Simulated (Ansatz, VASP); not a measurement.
WC in VASP and in Ansatz

```xyz
2
Lattice="0.0000 2.0641 2.1184 2.0641 0.0000 2.1184 2.0641 2.0641 0.0000" Properties=species:S:1:pos:R:3 pbc="T T T"
W     0.0000    0.0000    0.0000
C     2.0641    2.0641    2.1184
```

Change from the starting cell: strain -0.050 along x and y, -0.025 along z, atoms carried along.

Alike in both runs: task single point; functional PBEsol; k mesh 24 × 24 × 24; occupations gaussian, width 0.15 eV; no spin polarisation.

|  | VASP | Ansatz |
| --- | --- | --- |
| version | VASP 6.6.1 | Ansatz 0.2.0 |
| potentials or method | VASP PAW PBE potentials, release 64 (W_sv, C), cutoff 520 eV | scalar-relativistic, plane waves, PAW |
| valence electrons in the cell | 18 | 18 |

Ansatz gave:

| Property | Result |
| --- | --- |
| gap on the k mesh at the Fermi level (eV) | none |
| pressure (GPa) | 66.3 |
| traceless stress, the component that is largest in VASP (GPa) | -18.49 |

What did VASP give for the same quantities?

gap on the k mesh at the Fermi level (eV): none; pressure (GPa): 68.3; traceless stress, the component that is largest in VASP (GPa): -18.63.

VASP's potentials were made for PBE, not for PBEsol. A gap of «none» marks a metal or a gap that the smearing closes. Both programs put the cell under a high pressure, so it lies far from rest at this level.

Neither program's run includes spin-orbit coupling. Noted on VASP's run: the cell as given lies far from equilibrium.
